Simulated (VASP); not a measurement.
Wanted: the native input for a VASP 6.6.1 run.

| Quantity | Value |
| --- | --- |
| Task | relaxation of cell and atoms |
| Functional | PBE |
| Potentials or basis | VASP PAW PBE potentials, release 64 (K_sv, Te) |
| Cutoff | 500 eV |
| k mesh | 3 × 3 × 3 |
| Occupations | gaussian, width 0.1 eV |
| Spin | no spin polarisation |
| Dipole correction | no |
| Further INCAR settings | ALGO = Normal; EDIFF = 1e-07; IBRION = 2; EDIFFG = -0.04; NSW = 90; ISIF = 3 |

The structure of KTe4 lies in POSCAR:

```
KTe4
1.0
    3.0369084800      1.7533599300      6.1990634800
   -3.0369084800      1.7533599300      6.1990634800
    0.0000000000     -3.5067198600      6.1990634800
K Te
1 4
Direct
    0.5000000000      0.5000000000      0.5000000000
    0.3000000000      0.3000000000      0.3000000000
    0.1000000000      0.1000000000      0.1000000000
    0.9000000000      0.9000000000      0.9000000000
    0.7000000000      0.7000000000      0.7000000000
```

These files were run (other wordings do the same):

INCAR

```
SYSTEM = KTe4
PREC = Accurate
ENCUT = 500
EDIFF = 1E-7
ISMEAR = 0
SIGMA = 0.1
LREAL = .False.
LASPH = .True.
NELM = 120
ALGO = Normal
ISIF = 3
LWAVE = .False.
LCHARG = .False.
GGA = PE
IBRION = 2
NSW = 90
EDIFFG = -0.04
GGA_COMPAT = .False.
NELMIN = 4
```

KPOINTS

```
Automatic mesh
0
Gamma
  3 3 3
  0 0 0
```

Potentials or basis: VASP PAW PBE potentials, release 64 (K_sv, Te).

Command:

```bash
$ cat potpaw_PBE.64/K_sv/POTCAR potpaw_PBE.64/Te/POTCAR > POTCAR
$ mpirun -np 1 vasp_std > vasp.out
```

It gave:

```
Relaxed volume                         : 31.80 Å³/atom
Relaxed cell                           : a = 6.518 Å, b = 6.518 Å, c = 6.518 Å, α = 52.00°, β = 52.00°, γ = 52.00°
Space group after relaxing (to 0.05 Å) : R-3m (No. 166)
Energy gained by relaxing              : 268.7 meV/atom
Ionic steps                            : 15
Pressure after relaxing                : 0.1 GPa
Largest force after relaxing           : 0.029 eV/Å
```

Caveat: the k points lie up to 0.44 Å⁻¹ apart in the final cell; the volume moved by over 15 % at a fixed basis, so the end points are rough.

It took 10 min on 1 thread of AMD EPYC 7R43 64-Core Processor (Zen 3) (shared host), peak memory 0.37 GiB.
